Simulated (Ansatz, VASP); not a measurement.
# SrO in VASP and in Ansatz

The input POSCAR:

```
SrO
1.0
    0.0000000000      2.5055550000      2.5698000000
    2.5055550000      0.0000000000      2.5698000000
    2.5055550000      2.5055550000      0.0000000000
Sr O
1 1
Direct
    0.0000000000      0.0000000000      0.0000000000
    0.5000000000      0.5000000000      0.5000000000
```

INCAR.step1

```
SYSTEM = SrO
ALGO = Normal ; EDIFF = 1E-4
ENCUT = 520 ; GGA = PE
ISMEAR = 0 ; LASPH = .True.
LCHARG = .False. ; LREAL = .False.
LWAVE = .True. ; NBANDS = 15
NELM = 80 ; PREC = Accurate
SIGMA = 0.05
```

Contents of INCAR.step2:

```
SYSTEM = SrO
ALGO = Normal ; EDIFF = 1E-6
ENCUT = 520 ; ISIF = 2
ISMEAR = 0 ; ISTART = 1
LASPH = .True. ; LCHARG = .True.
LELF = .True. ; LMIXTAU = .True.
LREAL = .False. ; LVHAR = .True.
LWAVE = .False. ; METAGGA = R2SCAN
NBANDS = 15 ; NELM = 80
PREC = Accurate ; SIGMA = 0.05
```

KPOINTS

```
k-points
0
Gamma
  8 8 8
  0 0 0
```

Input for Ansatz:

```yaml
crystal:
  lattice:
    - [0.0, 2.505555, 2.5698]
    - [2.505555, 0.0, 2.5698]
    - [2.505555, 2.505555, 0.0]
  atoms:
    - { symbol: Sr, position: [0.0, 0.0, 0.0] }
    - { symbol: O, position: [0.5, 0.5, 0.5] }
basis:
  ecutwfc: 500
kpoints:
  mp_grid: { grid: [8, 8, 8] }
hamiltonian:
  xc: r2scan
scf:
  occupations: { method: gaussian, width: 0.05 }
output:
  forces: true
  stress: true
  eigenvalues: true
  write_density: true
  write_potential: true
  elf: true
  volumetric_format: npy
```

Change from the starting cell: strain -0.025 along x and y, +0.000 along z, atoms carried along.

Alike in both runs: task single point; functional r2SCAN; k mesh 8 × 8 × 8; occupations gaussian, width 0.05 eV; no spin polarisation.

|  | VASP | Ansatz |
| --- | --- | --- |
| version | VASP 6.6.1 | Ansatz 0.2.0 |
| potentials or method | VASP PAW PBE potentials, release 64 (Sr_sv, O), cutoff 520 eV | scalar-relativistic, plane waves, PAW |
| valence electrons in the cell | 16 | 16 |

|  | VASP | Ansatz | Ansatz less VASP |
| --- | --- | --- | --- |
| gap on the k mesh at the Fermi level (eV) | 3.64 | 3.70 | +0.060 |
| least direct gap on the mesh (eV) | 3.67 | 3.72 | +0.044 |
| pressure (GPa) | 7.6 | 6.9 | -0.71 |
| traceless stress, the component that is largest in VASP (GPa) | -3.21 | -3.05 | +0.152 |

VASP's potentials were made for PBE, not for r2SCAN.
